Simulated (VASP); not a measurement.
A run of VASP 6.6.1:

Contents of POSCAR:

```
Rh
1.0
    4.3270890076      0.0000000000      0.0000000000
   -2.1635445038      3.7473690050      0.0000000000
    0.0000000000      0.0000000000      2.6581377019
Rh
3
Direct
    0.0000000000      1.0000000000      0.0000000000
    0.3333333333      0.6666666667      0.5000000000
    0.6666666667      0.3333333333      0.5000000000
```

File INCAR.step1:

```
SYSTEM = Rh
PREC     = Accurate       ! precision mode
ENCUT    = 520            ! plane-wave cutoff, eV
ISMEAR   = -1             ! smearing method
SIGMA    = 0.05           ! smearing width, eV
LREAL    = .False.        ! projectors in reciprocal space
LASPH    = .True.         ! aspherical terms in the spheres
NELM     = 150            ! most SCF steps
ISPIN    = 2              ! spin polarisation
MAGMOM   = 1.176 0.873 0.873 ! initial moments
LMAXMIX  = 4              ! l up to which the mixer works
NBANDS   = 34             ! bands
GGA      = PE             ! functional
ALGO     = Normal         ! electronic algorithm
EDIFF    = 1E-4           ! SCF threshold, eV
LWAVE    = .True.         ! write WAVECAR
LCHARG   = .False.        ! write CHGCAR
```

The input INCAR.step2:

```
SYSTEM = Rh
PREC     = Accurate       ! precision mode
ENCUT    = 520            ! plane-wave cutoff, eV
EDIFF    = 1E-7           ! SCF threshold, eV
ISMEAR   = -1             ! smearing method
SIGMA    = 0.05           ! smearing width, eV
LREAL    = .False.        ! projectors in reciprocal space
LASPH    = .True.         ! aspherical terms in the spheres
NELM     = 150            ! most SCF steps
ALGO     = Normal         ! electronic algorithm
ISIF     = 2              ! what is computed and relaxed
LWAVE    = .False.        ! write WAVECAR
LCHARG   = .False.        ! write CHGCAR
ISPIN    = 2              ! spin polarisation
MAGMOM   = 1.176 0.873 0.873 ! initial moments
LORBIT   = 11             ! projections on sites
LMAXMIX  = 4              ! l up to which the mixer works
METAGGA  = R2SCAN         ! meta-GGA
LMIXTAU  = .True.       
NBANDS   = 34             ! bands
ISTART   = 1
```

File KPOINTS:

```
regular mesh
0
Gamma
  11 11 16
  0 0 0
```

Potentials or basis: VASP PAW PBE potentials, release 64 (Rh_pv).

Command:

```console
$ cat potpaw_PBE.64/Rh_pv/POTCAR > POTCAR
$ cp INCAR.step1 INCAR
$ mpirun -np 1 vasp_std > vasp.out
$ cp INCAR.step2 INCAR
$ mpirun -np 1 vasp_std > vasp.out
```

Hardware: 1 thread of Oxide Virtual Turin-like Processor, with other jobs on the host.

Q: Estimate the wall time of this run.

A: It took 43 min on 1 thread of Oxide Virtual Turin-like Processor, on a shared host, peak memory 0.35 GiB. Counts: k points 144.
